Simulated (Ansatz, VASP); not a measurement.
# Two plane-wave programs on MgO

The input INCAR:

```
SYSTEM = MgO
ALGO     = Normal         ! electronic algorithm
EDIFF    = 1E-6           ! SCF threshold, eV
ENCUT    = 520            ! plane-wave cutoff, eV
GGA      = CA             ! functional
ISIF     = 2              ! what is computed and relaxed
ISMEAR   = 0              ! smearing method
LASPH    = .TRUE.         ! aspherical terms in the spheres
LCHARG   = .FALSE.        ! write CHGCAR
LREAL    = .FALSE.        ! projectors in reciprocal space
LWAVE    = .FALSE.        ! write WAVECAR
NBANDS   = 36             ! bands
NELM     = 100            ! most SCF steps
PREC     = Accurate       ! precision mode
SIGMA    = 0.05           ! smearing width, eV
```

The input KPOINTS:

```
k-points
0
G
  8 8 2
  0 0 0
```

File POSCAR:

```
MgO
1.0
   -3.4517839558      0.0000000000      0.0000000000
   -1.7258919779     -2.9893325941      0.0000000000
   -1.3423604273     -0.9964441980     12.4189476803
Mg O
6 6
Direct
    0.6481444444      0.6388833333      0.0833500000
    0.5740703704      0.5277722222      0.4166833333
    0.4999962963      0.4166611111      0.7500166667
    0.1296259259      0.0277722222      0.9166833333
    0.2777740741      0.2499944444      0.2500166667
    0.2037000000      0.1388833333      0.5833500000
    0.4629592593      0.3611055556      0.9166833333
    0.6111074074      0.5833277778      0.2500166667
    0.5370333333      0.4722166667      0.5833500000
    0.3148111111      0.3055500000      0.0833500000
    0.2407370370      0.1944388889      0.4166833333
    0.1666629630      0.0833277778      0.7500166667
```

Input for Ansatz:

```yaml
crystal:
  lattice:
    - [-3.4517839558, 0.0, 0.0]
    - [-1.7258919779, -2.9893325941, 0.0]
    - [-1.3423604273, -0.996444198, 12.4189476803]
  atoms:
    - { symbol: Mg, position: [0.6481444444, 0.6388833333, 0.08335] }
    - { symbol: Mg, position: [0.5740703704, 0.5277722222, 0.4166833333] }
    - { symbol: Mg, position: [0.4999962963, 0.4166611111, 0.7500166667] }
    - { symbol: Mg, position: [0.1296259259, 0.0277722222, 0.9166833333] }
    - { symbol: Mg, position: [0.2777740741, 0.2499944444, 0.2500166667] }
    - { symbol: Mg, position: [0.2037, 0.1388833333, 0.58335] }
    - { symbol: O, position: [0.4629592593, 0.3611055556, 0.9166833333] }
    - { symbol: O, position: [0.6111074074, 0.5833277778, 0.2500166667] }
    - { symbol: O, position: [0.5370333333, 0.4722166667, 0.58335] }
    - { symbol: O, position: [0.3148111111, 0.30555, 0.08335] }
    - { symbol: O, position: [0.240737037, 0.1944388889, 0.4166833333] }
    - { symbol: O, position: [0.166662963, 0.0833277778, 0.7500166667] }
basis:
  ecutwfc: 520.0
kpoints:
  mp_grid: { grid: [8, 8, 2] }
hamiltonian:
  xc: lda
  pseudopotentials: { kind: paw, azcp: { folder: soft_1 } }
scf:
  occupations: { method: gaussian, width: 0.05 }
output:
  forces: true
  stress: true
  eigenvalues: true
```

Alike in both runs: task single point; functional LDA; k mesh 8 × 8 × 2; occupations gaussian, width 0.05 eV; no spin polarisation.

```csv
,VASP,Ansatz
version,VASP 6.6.1,Ansatz 0.2.0
potentials or method,"VASP PAW LDA potentials, release 64 (Mg, O), cutoff 520 eV","scalar-relativistic, plane waves, PAW"
valence electrons in the cell,48,96
```

```tsv
	VASP	Ansatz	Ansatz less VASP
gap on the k mesh at the Fermi level (eV)	1.31	1.32	+0.019
least direct gap on the mesh (eV)	1.32	1.35	+0.024
pressure (GPa)	0.4	2.1	+1.67
traceless stress, the component that is largest in VASP (GPa)	11.98	11.85	-0.123
rms of the force components (eV/Å)	0.964	0.953	-0.0105
```

Ansatz warns that its potentials were made for another functional, while VASP's fit it. LDA's correlation is that of Perdew and Zunger in VASP and of Perdew and Wang (1992) in Ansatz. Atom by atom the forces differ by 0.013 eV/Å (rms over components). VASP's potentials hold 48 valence electrons a cell and Ansatz's 96, so a difference there can come from the potentials and not from the codes.
